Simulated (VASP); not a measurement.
Crystal: Ti.

```
Ti
1.0
     2.86387    0.00000    0.00000
    -1.43193    2.48018    0.00000
     0.00000    0.00000    4.53999
Ti
2
Direct
  0.33333 0.66667 0.25000
  0.66667 0.33333 0.75000
```

Base run:

| Property | Result |
| --- | --- |
| Program | VASP 6.6.1 |
| Functional | LDA |
| Potentials or basis | VASP PAW LDA potentials, release 64 (Ti_sv) |
| Cutoff | 520 eV |
| k mesh | 13 × 13 × 7 |
| Occupations | methfessel-paxton, width 0.01 eV |
| Spin | no spin polarisation |

Its results: band gap on the k mesh zero (bands 12 and 13 overlap by 1.10 eV); pressure -0.4 GPa.

The run is repeated on the same cell with these changes: occupations from methfessel-paxton, width 0.01 eV to gaussian, width 0.6 eV. What comes out?

Band gap on the k mesh zero (bands 12 and 13 overlap by 1.10 eV); pressure 0.9 GPa.

Caveats: so wide a smearing shifts energies and pressures (at least some runs).
